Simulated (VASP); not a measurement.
Set up this calculation in VASP 6.6.1, as the native input.

```yaml
Task: relaxation of cell and atoms
Functional: PBE
Potentials_or_basis: VASP PAW PBE potentials, release 64 (B_h)
Cutoff: 1230 eV
k_mesh: 6 × 6 × 8
Occupations: gaussian, width 0.1 eV
Spin: no spin polarisation
Dipole_correction: no
Further_INCAR_settings: ALGO = Normal; EDIFF = 1e-07; IBRION = 2; EDIFFG = -0.04; NSW = 90; ISIF = 3
```

The structure of B lies in POSCAR:

```
B
1.0
    3.5789488132      0.0000000000      0.0000000000
   -1.7894744066      3.0994605911      0.0000000000
    0.0000000000      0.0000000000      2.1940512290
B
3
Direct
    0.0000000000      0.0000000000      0.0000000000
    0.3333333333      0.6666666667      0.5000000000
    0.6666666667      0.3333333333      0.5000000000
```

This isn't the form of B at room conditions, which is rhombohedral.

One way to write it, as run:

INCAR

```
SYSTEM = B
ALGO = Normal
EDIFF = 1E-7
EDIFFG = -0.04
ENCUT = 1230
GGA = PE
GGA_COMPAT = .False.
IBRION = 2
ISIF = 3
ISMEAR = 0
LASPH = .True.
LCHARG = .False.
LREAL = .False.
LWAVE = .False.
NELM = 120
NELMIN = 4
NSW = 90
PREC = Accurate
SIGMA = 0.1
```

KPOINTS

```
k-points
0
Gamma
  6 6 8
  0 0 0
```

Potentials or basis: VASP PAW PBE potentials, release 64 (B_h).

The run is started by

```bash
$ cat potpaw_PBE.64/B_h/POTCAR > POTCAR
$ mpirun -np 1 vasp_std > vasp.out
```

Results of the run:

```
Relaxed volume                        : 6.13 Å³/atom
Relaxed cell                          : a = 3.265 Å, b = 3.265 Å, c = 1.991 Å, α = 90.00°, β = 90.00°, γ = 120.00°
Space group after relaxing (to 0.1 Å) : P6/mmm (No. 191)
Energy gained by relaxing             : 288.7 meV/atom
Ionic steps                           : 5
Pressure after relaxing               : -0.4 GPa
Band gap on the k mesh                : zero (an odd number of electrons rules out a gap without spin polarisation)
```

Caveat: the volume moved by over 15 % at a fixed basis, so the end points are rough; an odd number of electrons without spin polarisation forces a metal; a magnetic or distorted state may lie lower.

It took 34 s on 1 thread of Intel(R) Xeon(R) 6975P-C (Granite Rapids), with other jobs on the host, peak memory 0.21 GiB.
